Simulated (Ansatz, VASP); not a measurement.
## Two plane-wave programs on GaAs

Contents of INCAR:

```
PREC = Accurate
ENCUT = 520
EDIFF = 1E-8
ISMEAR = 0
SIGMA = 0.05
LREAL = False
LASPH = True
NELM = 80
ALGO = Normal
ISIF = 2
LWAVE = False
LCHARG = False
GGA = PS
LEFG = True
NBANDS = 16
```

The input KPOINTS:

```
Automatic mesh
0
Gamma
  10 10 10
```

POSCAR

```
GaAs
1.0
    0.0000000000      2.8295099419      2.8295099419
    2.8295099419      0.0000000000      2.8295099419
    2.8295099419      2.8295099419      0.0000000000
Ga As
1 1
Direct
    0.0000000000      0.0000000000      0.0000000000
    0.7500000000      0.7500000000      0.7500000000
```

Input for Ansatz:

```yaml
crystal:
  lattice:
    - [0.0, 2.8295099419, 2.8295099419]
    - [2.8295099419, 0.0, 2.8295099419]
    - [2.8295099419, 2.8295099419, 0.0]
  atoms:
    - { symbol: Ga, position: [0.0, 0.0, 0.0] }
    - { symbol: As, position: [0.75, 0.75, 0.75] }
basis:
  ecutwfc: 420
  ecutrho_ratio: 4
kpoints:
  mp_grid: { grid: [10, 10, 10] }
hamiltonian:
  xc: pbesol
scf:
  occupations: { method: gaussian, width: 0.05 }
  n_extra_bands: 20
output:
  forces: true
  stress: true
  eigenvalues: true
  optics: { de: 0.05 }
  efg: {}
```

Alike in both runs: task electric field gradients; functional PBEsol; k mesh 10 × 10 × 10; occupations gaussian, width 0.05 eV; no spin polarisation.

|  | VASP | Ansatz |
| --- | --- | --- |
| version | VASP 6.6.1 | Ansatz 0.2.0 |
| potentials or method | VASP PAW PBE potentials, release 64 (Ga_d, As), cutoff 520 eV | scalar-relativistic, plane waves, PAW |
| valence electrons in the cell | 18 | 28 |

VASP gave:

* gap on the k mesh at the Fermi level (eV): 0.44
* least direct gap on the mesh (eV): 0.44
* pressure (GPa): 0.2

Which values does Ansatz return?

gap on the k mesh at the Fermi level (eV): 0.42; least direct gap on the mesh (eV): 0.42; pressure (GPa): 0.0.

VASP's potentials were made for PBE, not for PBEsol. VASP's potentials hold 18 valence electrons a cell and Ansatz's 28, so a difference there can come from the potentials and not from the codes.
